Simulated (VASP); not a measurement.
Wanted: the native input for a VASP 6.6.1 run.

* Task: electric field gradients
* Functional: LDA
* Potentials or basis: VASP PAW LDA potentials, release 64 (Li_sv, Pd)
* Cutoff: 520 eV
* k mesh: 11 × 11 × 15
* Occupations: fermi-dirac, width 0.08 eV
* Spin: no spin polarisation
* Dipole correction: no
* Further INCAR settings: ALGO = Normal; EDIFF = 1e-08; NBANDS = 15

The structure of Li2Pd lies in POSCAR:

```
Li2Pd
1.0
    4.1421661807      0.0000000000      0.0000000000
   -2.0710830904      3.5872211392      0.0000000000
    0.0000000000      0.0000000000      2.7319000000
Li Pd
2 1
Direct
    0.3333333333      0.6666666667      0.5000000000
    0.6666666667      0.3333333333      0.5000000000
    0.0000000000      0.0000000000      0.0000000000
```

This cell differs from its parent crystal: equal xx and yy strain of -2 %.

The input as run:

INCAR

```
ALGO     = Normal         # electronic algorithm
EDIFF    = 1E-8           # SCF threshold, eV
ENCUT    = 520            # plane-wave cutoff, eV
ISIF     = 2              # what is computed and relaxed
ISMEAR   = -1             # smearing method
LASPH    = T              # aspherical terms in the spheres
LCHARG   = F              # write CHGCAR
LEFG     = T            
LREAL    = F              # projectors in reciprocal space
LWAVE    = F              # write WAVECAR
NBANDS   = 15             # bands
NELM     = 80             # most SCF steps
PREC     = Accurate       # precision mode
SIGMA    = 0.08           # smearing width, eV
```

KPOINTS

```
k-points
0
Gamma
  11 11 15
```

Potentials or basis: VASP PAW LDA potentials, release 64 (Li_sv, Pd).

Command:

```console
$ cat potpaw_LDA.64/Li_sv/POTCAR potpaw_LDA.64/Pd/POTCAR > POTCAR
$ mpirun -np 1 vasp_std > vasp.out
```

It gave:

The band gap on the k mesh is zero (bands 8 and 9 overlap by 2.29 eV) and the largest electric field gradient by atom is Li -0.1; Pd -87.0 V/Å².

Caveat: the cell differs from its parent crystal (equal xx and yy strain of -2 %); without QUAD_EFG the Cq values of the log hold for a quadrupole moment of 1 mb, not for the nuclei.

Run time: 53 s on 1 thread of Intel Xeon 8259CL, with other jobs on the host, peak memory 0.19 GiB.
